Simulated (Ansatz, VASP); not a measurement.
TaBr4F: VASP beside Ansatz

```xyz
6
Lattice="4.3375 0.0000 0.0000 0.0000 4.3375 0.0000 0.0000 0.0000 7.3464" Properties=species:S:1:pos:R:3 pbc="T T T"
Ta    0.0000    0.0000    0.0000
Br    0.0000    0.0000    4.4443
Br    2.1688    2.1688    0.7723
Br    2.1688    2.1688    6.5741
Br    0.0000    0.0000    2.9021
F     2.1688    2.1688    3.6732
```

Change from the starting cell: species swapped into the YHoC4 type (P4/mmm, No. 123).

Alike in both runs: task single point; functional PBE; k mesh 4 × 4 × 4; occupations gaussian, width 0.1 eV; collinear spin.

|  | VASP | Ansatz |
| --- | --- | --- |
| version | VASP 6.6.1 | Ansatz 0.2.0 |
| potentials or method | VASP PAW PBE potentials, release 64 (Ta_sv_GW, Br, F), cutoff 700 eV | scalar-relativistic, plane waves, PAW |
| valence electrons in the cell | 48 | 48 |

VASP gave:

| Item | Value |
| --- | --- |
| gap on the k mesh at the Fermi level (eV) | none |
| rms of the force components (eV/Å) | 35.493 |
| net moment per atom (μB) | 0.34 |
| size of the moment on the site where the two differ most (μB) | 1.55 |

Estimate Ansatz's values.

gap on the k mesh at the Fermi level (eV): none; rms of the force components (eV/Å): 33.250; net moment per atom (μB): 0.34; size of the moment on the site where the two differ most (μB): 1.39.

Site moments also hang on the region over which each program counts them. Atom by atom the forces differ by 2.244 eV/Å (rms over components). A gap of «none» marks a metal or a gap that the smearing closes.

The k mesh is coarse, so the values compare programs but aren't converged. Spin-orbit coupling is off throughout.
